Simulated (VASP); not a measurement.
A run of VASP 6.6.1 is set up as follows.

INCAR

```
ALGO = Normal ; EDIFF = 1E-6
ENCUT = 520 ; GGA = PE
ISIF = 2 ; ISMEAR = -1
LASPH = T ; LCHARG = F
LREAL = F ; LWAVE = F
NBANDS = 12 ; NELM = 60
PREC = Accurate ; SIGMA = 0.1
```

The input KPOINTS:

```
k-points
0
Gamma
  18 18 18
```

File POSCAR:

```
P
1.0
   -2.0473284429      2.0473284429      1.0774028472
    2.0473284429     -2.0473284429      1.0774028472
    2.0473284429      2.0473284429     -1.0774028472
P
2
Direct
   -0.3750000000     -0.1250000000     -0.2500000000
    0.3750000000      0.1250000000      0.2500000000
```

Potentials or basis: VASP PAW PBE potentials, release 64 (P).

Launch:

```sh
$ cat potpaw_PBE.64/P/POTCAR > POTCAR
$ mpirun -np 1 vasp_std > vasp.out
```

**Question.** Estimate the pressure.

**Answer.** 118.3 GPa.

**Question.** What does it give for the band gap on the k mesh?

**Answer.** Zero (bands 5 and 6 overlap by 8.39 eV).

Caveat: the cell stands under pressure.
